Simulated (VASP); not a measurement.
Input of a VASP 6.6.1 run:

Contents of INCAR:

```
PREC = Accurate
ENCUT = 520
EDIFF = 1E-7
ISMEAR = 0
SIGMA = 0.1
LREAL = F
LASPH = T
NELM = 150
ALGO = Normal
ISIF = 2
LWAVE = F
LCHARG = F
ISPIN = 2
MAGMOM = 2.74 0.35
LORBIT = 11
LMAXMIX = 4
GGA = PE
NBANDS = 18
```

File KPOINTS:

```
regular mesh
0
Gamma
  16 16 16
```

File POSCAR:

```
CoO
1.0
    0.0000000000      2.0807942600      2.0807942600
    2.0807942600      0.0000000000      2.0807942600
    2.0807942600      2.0807942600      0.0000000000
Co O
1 1
Direct
    0.0000000000      0.0000000000      0.0000000000
    0.5000000000      0.5000000000      0.5000000000
```

Potentials or basis: VASP PAW PBE potentials, release 64 (Co, O).

The run is started by

```bash
$ cat potpaw_PBE.64/Co/POTCAR potpaw_PBE.64/O/POTCAR > POTCAR
$ mpirun -np 1 vasp_std > vasp.out
```

(1) What does it give for the pressure?

(2) Predict the net moment.

(3) Estimate the site moments.

Results:

(1) 9.8 GPa.

(2) 2.62 μB per cell.

(3) Co +2.35; O +0.23 μB.

Caveat: the cell stands under pressure; a cell with one magnetic atom can't hold antiferromagnetic order, which such compounds often take.
